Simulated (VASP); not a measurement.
The system is Mg3Se4.

```xyz
7
Lattice="6.5882 0.0000 0.0000 -3.2941 5.7055 0.0000 0.0000 0.0000 4.9668" Properties=species:S:1:pos:R:3 pbc="T T T"
Mg    3.2941    0.0000    2.4834
Mg   -1.6471    2.8528    2.4834
Mg    1.6471    2.8528    2.4834
Se    0.0000    3.8037    2.4834
Se    3.2941    1.9018    2.4834
Se    0.0000    3.8037    0.0000
Se    3.2941    1.9018    0.0000
```

The cell was built from a structure type or drawn by symmetry, and may not be a known phase.

* Program: VASP 6.6.1
* Task: relaxation of cell and atoms
* Functional: PBE
* Potentials or basis: VASP PAW PBE potentials, release 64 (Mg, Se)
* Cutoff: 600 eV
* k mesh: 3 × 3 × 3
* Occupations: gaussian, width 0.2 eV
* Spin: no spin polarisation

At the start: pressure 48.4 GPa; volume 26.67 Å³/atom.

Problem. How do energy, volume and symmetry change on relaxing?

Solution. Over 16 steps the energy falls by 2445.3 meV/atom and the volume is 51.65 Å³/atom (+93.7 %); space group P6/mmm (No. 191, to 0.1 Å) before and after.

Step by step:
```csv
step,energy change (eV),largest force (eV/Å),pressure (GPa),volume (Å³)
1,0.0000,0.0000,48.44,186.70
2,-15.4921,0.0000,-2.85,492.35
3,-16.7770,0.0000,0.94,346.00
4,-16.8394,0.0000,-0.82,381.31
5,-16.8626,0.0000,-0.37,370.41
6,-16.8622,0.0000,-0.16,365.95
7,-16.9419,0.0000,0.00,361.32
8,-17.0651,0.0000,0.95,346.54
9,-17.0488,0.0000,0.25,354.52
10,-17.0918,0.0000,0.51,350.58
11,-17.0930,0.0000,0.62,349.41
12,-17.0933,0.0000,0.58,349.76
13,-17.1081,0.0000,0.14,360.54
14,-17.1111,0.0000,0.26,357.34
15,-17.1145,0.0000,-0.16,364.33
16,-17.1169,0.0000,-0.01,361.55
```

Final structure:
```cif
data_structure
_symmetry_space_group_name_H-M 'P 1'
_symmetry_Int_Tables_number 1
_cell_length_a 8.9683
_cell_length_b 8.9683
_cell_length_c 5.1905
_cell_angle_alpha 90.000
_cell_angle_beta 90.000
_cell_angle_gamma 120.000
_cell_volume 361.55
loop_
_atom_site_label
_atom_site_type_symbol
_atom_site_fract_x
_atom_site_fract_y
_atom_site_fract_z
_atom_site_occupancy
Mg1 Mg 0.50000 0.00000 0.50000 1
Mg2 Mg 0.00000 0.50000 0.50000 1
Mg3 Mg 0.50000 0.50000 0.50000 1
Se1 Se 0.33333 0.66667 0.50000 1
Se2 Se 0.66667 0.33333 0.50000 1
Se3 Se 0.33333 0.66667 0.00000 1
Se4 Se 0.66667 0.33333 0.00000 1
```

Caveat: the k points lie up to 0.40 Å⁻¹ apart in the final cell; the volume moved by over 15 % at a fixed basis, so the end points are rough.
